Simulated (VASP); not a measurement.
Set up this calculation in VASP 6.6.1, as the native input.

```yaml
Task: single point
Functional: PBE
Potentials_or_basis: VASP PAW PBE potentials, release 64 (Ti_sv)
Cutoff: 520 eV
k_mesh: 18 × 18 × 10
Occupations: gaussian, width 0.1 eV
Spin: no spin polarisation
Dipole_correction: no
Further_INCAR_settings: ALGO = Normal; EDIFF = 1e-06; NBANDS = 19
```

The structure of Ti lies in POSCAR:

```
Ti
1.0
    2.8130798474      0.0000000000      0.0000000000
   -1.4065399237      2.4361986107      0.0000000000
    0.0000000000      0.0000000000      4.4656744647
Ti
2
Direct
    0.3333333333      0.6666666667      0.2500000000
    0.6666666667      0.3333333333      0.7500000000
```

This cell differs from its parent crystal: volume scaled by 0.88, then relaxed in part.

One way to write it, as run:

INCAR

```
  PREC = Accurate
  ENCUT = 520
  EDIFF = 1E-6
  ISMEAR = 0
  SIGMA = 0.1
  LREAL = False
  LASPH = True
  NELM = 60
  ALGO = Normal
  ISIF = 2
  LWAVE = False
  LCHARG = False
  GGA = PE
  NBANDS = 19
```

KPOINTS

```
Automatic mesh
0
Gamma
  18 18 10
```

Potentials or basis: VASP PAW PBE potentials, release 64 (Ti_sv).

Run with:

```console
$ cat potpaw_PBE.64/Ti_sv/POTCAR > POTCAR
$ mpirun -np 1 vasp_std > vasp.out
```

It gave:

* Pressure: 17.4 GPa
* Band gap on the k mesh: zero (band 12 reaches 10.65 eV, above the bottom of band 13 at 9.44 eV)

Run time: 76 s on 1 thread of AMD EPYC 9R45 96-Core Processor (Zen 5), with other jobs on the host, peak memory 0.2 GiB.
